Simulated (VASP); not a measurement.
Here is a VASP 6.6.1 calculation.

Contents of INCAR:

```
PREC     = Accurate       # precision mode
ENCUT    = 520            # plane-wave cutoff, eV
EDIFF    = 1E-6           # SCF threshold, eV
ISMEAR   = 0              # smearing method
SIGMA    = 0.02           # smearing width, eV
LREAL    = F              # projectors in reciprocal space
LASPH    = T              # aspherical terms in the spheres
NELM     = 60             # most SCF steps
ALGO     = Normal         # electronic algorithm
ISIF     = 2              # what is computed and relaxed
LWAVE    = F              # write WAVECAR
LCHARG   = T              # write CHGCAR
GGA      = PE             # functional
LELF     = T              # ELF
LVHAR    = T            
NBANDS   = 11             # bands
```

Contents of KPOINTS:

```
regular mesh
0
Gamma
  10 10 10
```

The input POSCAR:

```
BP
1.0
    0.0000000000      2.2740963337      2.2740963337
    2.2740963337      0.0000000000      2.2740963337
    2.2740963337      2.2740963337      0.0000000000
B P
1 1
Direct
    0.0000000000      0.0000000000      0.0000000000
    0.2500000000      0.2500000000      0.2500000000
```

Potentials or basis: VASP PAW PBE potentials, release 64 (B, P).

The run is started by

```sh
$ cat potpaw_PBE.64/B/POTCAR potpaw_PBE.64/P/POTCAR > POTCAR
$ mpirun -np 1 vasp_std > vasp.out
```

Q: Estimate the band gap on the k mesh.

A: 1.25 eV, indirect (least direct gap 3.39 eV).

Q: Predict the pressure.

A: -0.2 GPa.

A k mesh can miss the band edges.
